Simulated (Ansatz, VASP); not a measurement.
# Two plane-wave programs on HfO2

```
CELL_PARAMETERS angstrom
3.55802 0.00000 0.00000
0.00000 3.55802 0.00000
0.00000 0.00000 5.17186
ATOMIC_POSITIONS crystal
Hf 0.50000 0.50000 0.50000
Hf 0.00000 0.00000 0.00000
O 0.00000 0.50000 0.70182
O 0.50000 0.00000 0.79818
O 0.50000 0.00000 0.29818
O 0.00000 0.50000 0.20182
```

Alike in both runs: functional PBE; k mesh 6 × 6 × 6; occupations gaussian, width 0.02 eV; no spin polarisation.

Ansatz relaxed the structure, and its values are those at the end. VASP's run is a single point on that final structure, the one shown.

```csv
,VASP,Ansatz
version,VASP 6.6.1,Ansatz 0.2.0
potentials or method,"VASP PAW PBE potentials, release 64 (Hf_pv, O), cutoff 520 eV","scalar-relativistic, plane waves, PAW"
valence electrons in the cell,44,76
```

Ansatz gave:

| Quantity | Value |
| --- | --- |
| gap on the k mesh at the Fermi level (eV) | 4.65 |
| least direct gap on the mesh (eV) | 4.75 |
| pressure (GPa) | 8.8 |
| rms of the force components (eV/Å) | 0.003 |

Q: What did VASP give for the same quantities?

A: gap on the k mesh at the Fermi level (eV): 4.67; least direct gap on the mesh (eV): 4.74; pressure (GPa): 5.2; rms of the force components (eV/Å): 0.015.

VASP's potentials hold 44 valence electrons a cell and Ansatz's 76, so a difference there can come from the potentials and not from the codes. Ansatz's warnings: stress scf threshold loose.

Neither program's run includes spin-orbit coupling.
